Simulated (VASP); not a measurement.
Set up this calculation in VASP 6.6.1, as the native input.

```yaml
Task: single point
Functional: PBE
Potentials_or_basis: VASP PAW PBE potentials, release 64 (Ga_d, Ge_d, O)
Cutoff: 520 eV
k_mesh: 6 × 6 × 6
Occupations: gaussian, width 0.1 eV
Spin: no spin polarisation
Dipole_correction: no
Further_INCAR_settings: ALGO = Normal; EDIFF = 1e-06; NBANDS = 42
```

The structure of GaGe2O4 lies in POSCAR:

```
GaGe2O4
1.0
   -1.9893662377      1.9893662377      5.3558765125
    1.9893662377     -1.9893662377      5.3558765125
    1.9893662377      1.9893662377     -5.3558765125
Ga Ge O
1 2 4
Direct
    0.0000000000      0.0000000000      0.0000000000
    0.3547677550      0.3547677550      0.0000000000
    0.6452322450      0.6452322450      0.0000000000
    0.5000000000      0.0000000000      0.5000000000
    0.0000000000      0.5000000000      0.5000000000
    0.1854370908      0.1854370908      0.0000000000
    0.8145629092      0.8145629092      0.0000000000
```

One way to write it, as run:

INCAR

```
SYSTEM = GaGe2O4
  PREC = Accurate
  ENCUT = 520
  EDIFF = 1E-6
  ISMEAR = 0
  SIGMA = 0.1
  LREAL = .False.
  LASPH = .True.
  NELM = 80
  ALGO = Normal
  ISIF = 2
  LWAVE = .False.
  LCHARG = .False.
  GGA = PE
  NBANDS = 42
```

KPOINTS

```
Automatic mesh
0
Gamma
  6 6 6
  0 0 0
```

Potentials or basis: VASP PAW PBE potentials, release 64 (Ga_d, Ge_d, O).

Launch:

```sh
$ cat potpaw_PBE.64/Ga_d/POTCAR potpaw_PBE.64/Ge_d/POTCAR potpaw_PBE.64/O/POTCAR > POTCAR
$ mpirun -np 1 vasp_std > vasp.out
```

It gave:

| Item | Value |
| --- | --- |
| Pressure | 0.3 GPa |
| Largest force | 0.018 eV/Å |

Caveat: the k points lie up to 0.37 Å⁻¹ apart; an odd number of electrons without spin polarisation forces a metal; a magnetic or distorted state may lie lower.

Wall time 85 s on 1 thread of Intel(R) Xeon(R) 6975P-C (Granite Rapids) (shared host), peak memory 0.36 GiB.
